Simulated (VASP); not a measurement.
Crystal: AlCu (rocksalt type).

```xyz
2
Lattice="0.0000 2.5190 2.5190 2.5190 0.0000 2.5190 2.5190 2.5190 0.0000" Properties=species:S:1:pos:R:3 pbc="T T T"
Cu    0.0000    0.0000    0.0000
Al    2.5190    2.5190    2.5190
```

```yaml
Program: VASP 6.6.1
Task: relaxation of cell and atoms
Functional: r2SCAN
Potentials_or_basis: VASP PAW PBE potentials, release 64 (Cu, Al)
Cutoff: 600 eV
k_mesh: 13 × 13 × 13
Occupations: fermi-dirac, width 0.08 eV
Spin: no spin polarisation
```

At the start: pressure -2.1 GPa; volume 15.98 Å³/atom.

Question: How do energy, volume and symmetry change on relaxing?

Answer: Over 3 steps the energy falls by 2.7 meV/atom and the volume is 15.58 Å³/atom (-2.5 %); space group Fm-3m (No. 225, to 0.1 Å) before and after.

Step by step:
| step | energy change (eV) | largest force (eV/Å) | pressure (GPa) | volume (Å³) |
| --- | --- | --- | --- | --- |
| 1 | 0.0000 | 0.0000 | -2.13 | 31.97 |
| 2 | -0.0051 | 0.0000 | 0.46 | 30.99 |
| 3 | -0.0053 | 0.0000 | -0.01 | 31.17 |

Final structure:
```yaml
crystal:
  lattice:
    - [0.00000, 2.49774, 2.49774]
    - [2.49774, 0.00000, 2.49774]
    - [2.49774, 2.49774, 0.00000]
  atoms:
    - { symbol: Cu, position: [0.00000, 0.00000, 0.00000] }
    - { symbol: Al, position: [0.50000, 0.50000, 0.50000] }
```

Caveat: the PAW data sets were made with another functional, which shifts forces and pressure a little.
